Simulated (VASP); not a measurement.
# Pt (Fm-3m) in VASP: a series of runs, part 2 of 2

VASP 6.6.1. The steps go on from the part before.

**3. Single point, LDA**

This run uses another cell than the first one, of 16.78 Å³/atom.

File INCAR:

```
ALGO = Normal ; EDIFF = 1E-6
ENCUT = 520 ; GGA = CA
ISIF = 2 ; ISMEAR = -1
LASPH = T ; LCHARG = F
LREAL = F ; LWAVE = F
NBANDS = 11 ; NELM = 80
PREC = Accurate ; SIGMA = 0.05
```

File KPOINTS:

```
k-points
0
Gamma
  18 18 18
```

File POSCAR:

```
Pt
1.0
    0.0000000000      2.0318212200      2.0318212200
    2.0318212200      0.0000000000      2.0318212200
    2.0318212200      2.0318212200      0.0000000000
Pt
1
Direct
    0.0000000000      0.0000000000      0.0000000000
```

Potentials or basis: VASP PAW LDA potentials, release 64 (Pt).

Run with:

```bash
> cat potpaw_LDA.64/Pt/POTCAR > POTCAR
> mpirun -np 1 vasp_std > vasp.out
```

It took 17 s on 1 thread of AMD EPYC 9R45 (Zen 5), shared host; peak memory 0.13 GiB.

It converged, with:

```
Free energy            : -7.3186 eV
Pressure               : -27.3 GPa
Band gap on the k mesh : zero (bands 5 and 6 overlap by 1.84 eV)
```

Levels at points of the mesh, in eV from the Fermi level:
| k point | band 3 | band 4 | band 5 | band 6 | band 7 | band 8 |
| --- | --- | --- | --- | --- | --- | --- |
| (0.00, 0.00, 0.00) | -3.21 | -3.21 | -1.37 | -1.37 | 14.87 | 19.19 |
| (0.50, 0.00, 0.00) | -3.24 | -0.06 | 0.02 | 0.02 | 5.05 | 14.40 |
| (0.50, 0.50, 0.00) | 0.01 | 0.39 | 0.39 | 1.97 | 7.76 | 10.99 |

Caveat: the cell stands under tension; spin-orbit coupling is left out, which moves the levels of the heavy elements.

**4. Relaxation of cell and atoms, LDA**

File INCAR:

```
PREC     = Accurate       # precision mode
ENCUT    = 600            # plane-wave cutoff, eV
EDIFF    = 1E-6           # SCF threshold, eV
ISMEAR   = -1             # smearing method
SIGMA    = 0.05           # smearing width, eV
LREAL    = F              # projectors in reciprocal space
LASPH    = T              # aspherical terms in the spheres
NELM     = 60             # most SCF steps
ALGO     = Normal         # electronic algorithm
ISIF     = 3              # what is computed and relaxed
LWAVE    = F              # write WAVECAR
LCHARG   = F              # write CHGCAR
GGA      = CA             # functional
IBRION   = 2              # ionic algorithm
NSW      = 60             # ionic steps
EDIFFG   = -0.005         # ionic threshold
```

File KPOINTS:

```
regular mesh
0
Gamma
  18 18 18
```

File POSCAR:

```
Pt
1.0
    0.0000000000      1.9474215318      1.9474215318
    1.9474215318      0.0000000000      1.9474215318
    1.9474215318      1.9474215318      0.0000000000
Pt
1
Direct
    0.0000000000      0.0000000000      0.0000000000
```

Run with:

```bash
> cat potpaw_LDA.64/Pt/POTCAR > POTCAR
> mpirun -np 1 vasp_std > vasp.out
```

Wall time 26 s (1 thread of AMD EPYC 9R45 (Zen 5), shared host); peak memory 0.13 GiB.

The run converged. Its results:

| Property | Result |
| --- | --- |
| Free energy | -7.5104 eV |
| Relaxed volume | 14.80 Å³/atom |
| Relaxed cell | a = 2.756 Å, b = 2.756 Å, c = 2.756 Å, α = 60.00°, β = 60.00°, γ = 60.00° |
| Space group after relaxing (to 0.1 Å) | Fm-3m (No. 225) |
| Energy gained by relaxing | 0.1 meV/atom |
| Ionic steps | 3 |
| Pressure after relaxing | 0.0 GPa |
| Band gap on the k mesh | zero (bands 5 and 6 overlap by 2.30 eV) |

Final structure:
```
Pt
1.0
     0.00000    1.94877    1.94877
     1.94877    0.00000    1.94877
     1.94877    1.94877    0.00000
Pt
1
Direct
  0.00000 0.00000 0.00000
```

Levels at points of the mesh, in eV from the Fermi level:
```
           k point  band 2  band 3  band 4  band 5  band 6  band 7  band 8  band 9
(0.00, 0.00, 0.00)   -3.94   -3.94   -3.94   -1.68   -1.68   14.56   19.59   19.59
(0.50, 0.00, 0.00)   -4.00   -4.00   -0.56    0.04    0.04    5.97   14.14   19.02
(0.50, 0.50, 0.00)   -6.86    0.02    0.51    0.51    1.73    9.07   11.39   11.39
```

Caveat: spin-orbit coupling is left out, which moves the levels of the heavy elements.

**5. Relaxation of cell and atoms, LDA**

File INCAR:

```
SYSTEM = Pt
ALGO     = Normal         ! electronic algorithm
EDIFF    = 1E-7           ! SCF threshold, eV
EDIFFG   = -0.005         ! ionic threshold
ENCUT    = 600            ! plane-wave cutoff, eV
GGA      = CA             ! functional
IBRION   = 2              ! ionic algorithm
ISIF     = 3              ! what is computed and relaxed
ISMEAR   = -1             ! smearing method
LASPH    = .True.         ! aspherical terms in the spheres
LCHARG   = .False.        ! write CHGCAR
LREAL    = .False.        ! projectors in reciprocal space
LWAVE    = .False.        ! write WAVECAR
NELM     = 80             ! most SCF steps
NSW      = 45             ! ionic steps
PREC     = Accurate       ! precision mode
SIGMA    = 0.05           ! smearing width, eV
```

File KPOINTS:

```
k-points
0
Gamma
  18 18 18
  0 0 0
```

File POSCAR:

```
Pt
1.0
    0.0000000000      1.9469837642      1.9469837642
    1.9469837642      0.0000000000      1.9469837642
    1.9469837642      1.9469837642      0.0000000000
Pt
1
Direct
    0.0000000000      0.0000000000      0.0000000000
```

Potentials or basis: VASP PAW LDA potentials, release 64 (Pt).

Run with:

```bash
> cat potpaw_LDA.64/Pt/POTCAR > POTCAR
> mpirun -np 1 vasp_std > vasp.out
```

OUTCAR:

```text
SYSTEM = Pt
   EDIFF = 1E-7
   EDIFFG = -0.005
   ENCUT = 600
   GGA = CA
   IBRION = 2
   ISIF = 3
   ISMEAR = -1
   LASPH = .True.
   LREAL = .False.
   NELM = 80
   NSW = 45
   PREC = Accurate

 ion  position               nearest neighbor table
   1  0.000  0.000  0.000-

  LATTYP: Found a face centered cubic cell.
 ALAT       =     3.8939675284

  Lattice vectors:

 A1 = (   0.0000000000,   1.9469837642,   1.9469837642)
 A2 = (   1.9469837642,   0.0000000000,   1.9469837642)
 A3 = (   1.9469837642,   1.9469837642,   0.0000000000)

Analysis of symmetry for initial positions (statically):
=====================================================================
 Subroutine PRICEL returns:
 Original cell was already a primitive cell.

[... 255 lines left out ...]
 Fermi energy:        11.5096992665

 k-point     1 :       0.0000    0.0000    0.0000
  band No.  band energies     occupation
      1       1.0498      2.00000
      2       7.5694      2.00000
      3       7.5694      2.00000
      4       7.5694      2.00000
      5       9.8293      2.00000
      6       9.8293      2.00000
      7      26.0737      0.00000
      8      31.1006      0.00000
      9      31.1006      0.00000
[... 265 lines left out ...]
 k-point    24 :      -0.2222    0.0556    0.0000
  band No.  band energies     occupation
      1       3.1255      2.00000
      2       7.0658      2.00000
      3       7.9801      2.00000
      4       8.0489      2.00000
      5       9.6162      2.00000
      6      10.3246      2.00000
      7      25.2819      0.00000
      8      28.0943      0.00000
      9      32.7228      0.00000

 [... further k-points ...]

------------------------ aborting loop because EDIFF is reached ----------------------------------------

  FORCE on cell =-STRESS in cart. coord.  units (eV):
  Direction    XX          YY          ZZ          XY          YZ          ZX
  --------------------------------------------------------------------------------------
  -------------------------------------------------------------------------------------
  Total       -0.0003366     -0.0003366     -0.0003366      0.0000000      0.0000000      0.0000000
  in kB       -0.0364302     -0.0364302     -0.0364302      0.0000000      0.0000000      0.0000000
  external PRESSURE =      -0.0364302 kB  Pullay stress =       0.0000000 kB
[... 16 lines left out ...]
  FREE ENERGIE OF THE ION-ELECTRON SYSTEM (eV)
  ---------------------------------------------------
  free  energy   TOTEN  =        -7.5103548781 eV

  energy  without entropy=       -7.4942243485  energy(sigma->0) =       -7.50228961

 reached required accuracy - stopping structural energy minimisation
```

It took 32 s on 1 thread of AMD EPYC 9R45 (Zen 5), shared host; peak memory 0.13 GiB.

What came out:

```yaml
Free_energy: -7.5104 eV
Relaxed_volume: 14.80 Å³/atom
Relaxed_cell: a = 2.756 Å, b = 2.756 Å, c = 2.756 Å, α = 60.00°, β = 60.00°, γ = 60.00°
Space_group_after_relaxing_to_0.1_Å: Fm-3m (No. 225)
Energy_gained_by_relaxing: 0.1 meV/atom
Ionic_steps: 3
Pressure_after_relaxing: 0.0 GPa
Band_gap_on_the_k_mesh: zero (bands 5 and 6 overlap by 2.30 eV)
```

The path:
```csv
step,energy change (eV),largest force (eV/Å),pressure (GPa),volume (Å³)
1,0.0000,0.0000,0.86,14.76
2,0.0009,0.0000,-2.60,14.93
3,-0.0001,0.0000,0.00,14.80
```

Final structure:
```cif
data_structure
_symmetry_space_group_name_H-M 'P 1'
_symmetry_Int_Tables_number 1
_cell_length_a 2.7560
_cell_length_b 2.7560
_cell_length_c 2.7560
_cell_angle_alpha 60.000
_cell_angle_beta 60.000
_cell_angle_gamma 60.000
_cell_volume 14.80
loop_
_atom_site_label
_atom_site_type_symbol
_atom_site_fract_x
_atom_site_fract_y
_atom_site_fract_z
_atom_site_occupancy
Pt1 Pt 0.00000 0.00000 0.00000 1
```

Caveat: spin-orbit coupling is left out, which moves the levels of the heavy elements.

**6. Summary**

```csv
task,cell,cutoff (eV),gap on the mesh (eV),pressure (GPa),relaxed volume (Å³/atom)
single point,"a = 2.753 Å, angles 60.0°, 1 atom",520,none,0.8,-
single point,"a = 2.873 Å, angles 60.0°, 1 atom",520,none,-27.3,-
relaxation of cell and atoms,"relaxed from a = 2.754 Å, angles 60.0°, 1 atom",600,none,0.0,14.80
relaxation of cell and atoms,"relaxed from a = 2.753 Å, angles 60.0°, 1 atom",600,none,0.0,14.80
```

Alike in all rows: level LDA; potentials or basis VASP PAW LDA potentials, release 64 (Pt); no spin polarisation; k mesh 18 × 18 × 18; smearing fermi-dirac 0.05 eV.

Caveats: spin-orbit coupling is left out, which moves the levels of the heavy elements; the cell stands under tension (at least some runs).

Absolute energies hang on the potentials; compare differences alone.
